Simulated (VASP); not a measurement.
Runs of VASP 6.6.1 on Lu2AsP. The structure is that of space group P4/mmm (No. 123), or close to it. The cells are those of the table. 

| task | level | cell | k mesh | cutoff (eV) | gap on the mesh (eV) | pressure (GPa) |
| --- | --- | --- | --- | --- | --- | --- |
| relaxation of cell and atoms | PBE | relaxed from a = 4.415, b = 4.415, c = 6.244 Å, 4 atoms | 6 × 6 × 4 | 600 | none | 0.0 |
| single point | r2SCAN | a = 3.961, b = 3.961, c = 5.597 Å, 4 atoms | 6 × 6 × 6 | 520 | none | 0.3 |
| single point | PBE | a = 3.967, b = 3.967, c = 5.615 Å, 4 atoms | 6 × 6 × 4 | 520 | none | 0.3 |
| single point | r2SCAN | a = 3.961, b = 3.961, c = 5.597 Å, 4 atoms | 6 × 6 × 4 | 520 | none | (a) |
| single point | PBE | a = 3.961, b = 3.961, c = 5.597 Å, 4 atoms | 6 × 6 × 6 | 520 | none | 0.9 |

Alike in all rows: potentials or basis VASP PAW PBE potentials, release 64 (P, Lu, As); no spin polarisation; smearing fermi-dirac 0.02 eV.

**Question.** Fill in the values left out.

**Answer.** (a) 0.4.

Caveats: spin-orbit coupling is left out, which moves the levels of the heavy elements; the PAW data sets were made with another functional, which shifts forces and pressure a little (at least some runs).

A k mesh can miss the band edges, and the runs leave out spin-orbit coupling on As, Lu.

A gap of «none» marks levels without a gap at the run's occupations.
